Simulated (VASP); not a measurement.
Write the native input for VASP 6.6.1 that does the following.

| Item | Value |
| --- | --- |
| Task | single point |
| Functional | PBE |
| Potentials or basis | VASP PAW PBE potentials, release 64 (Sb) |
| Cutoff | 520 eV |
| k mesh | 15 × 15 × 8 |
| Occupations | gaussian, width 0.1 eV |
| Spin | no spin polarisation |
| Dipole correction | no |
| Further INCAR settings | ALGO = Normal; EDIFF = 1e-06; NBANDS = 12 |

The structure of Sb lies in POSCAR:

```
Sb
1.0
    3.3641488192      0.0000000000      0.0000000000
   -1.6820744097      2.9134383396      0.0000000000
    0.0000000000      0.0000000000      5.2423748000
Sb
2
Direct
    0.3333333333      0.6666666667      0.2500000000
    0.6666666667      0.3333333333      0.7500000000
```

This cell differs from its parent crystal: strained.

These files were run (other wordings do the same):

INCAR

```
ALGO     = Normal         # electronic algorithm
EDIFF    = 1E-6           # SCF threshold, eV
ENCUT    = 520            # plane-wave cutoff, eV
GGA      = PE             # functional
ISIF     = 2              # what is computed and relaxed
ISMEAR   = 0              # smearing method
LASPH    = True           # aspherical terms in the spheres
LCHARG   = False          # write CHGCAR
LREAL    = False          # projectors in reciprocal space
LWAVE    = False          # write WAVECAR
NBANDS   = 12             # bands
NELM     = 60             # most SCF steps
PREC     = Accurate       # precision mode
SIGMA    = 0.1            # smearing width, eV
```

KPOINTS

```
k-points
0
Gamma
  15 15 8
```

Potentials or basis: VASP PAW PBE potentials, release 64 (Sb).

Run with:

```sh
$ cat potpaw_PBE.64/Sb/POTCAR > POTCAR
$ mpirun -np 1 vasp_std > vasp.out
```

It gave:

```yaml
Pressure: 4.6 GPa
Band_gap_on_the_k_mesh: zero (band 5 reaches 13.36 eV, above the bottom of band 6 at 5.76 eV)
```

Caveat: the cell differs from its parent crystal (strained); spin-orbit coupling is left out, which moves the levels of the heavy elements.

Wall time 47 s on 1 thread of Intel(R) Xeon(R) Platinum 8259CL CPU @ 2.50GHz (Skylake/Cascade Lake), on a shared host, peak memory 0.22 GiB.
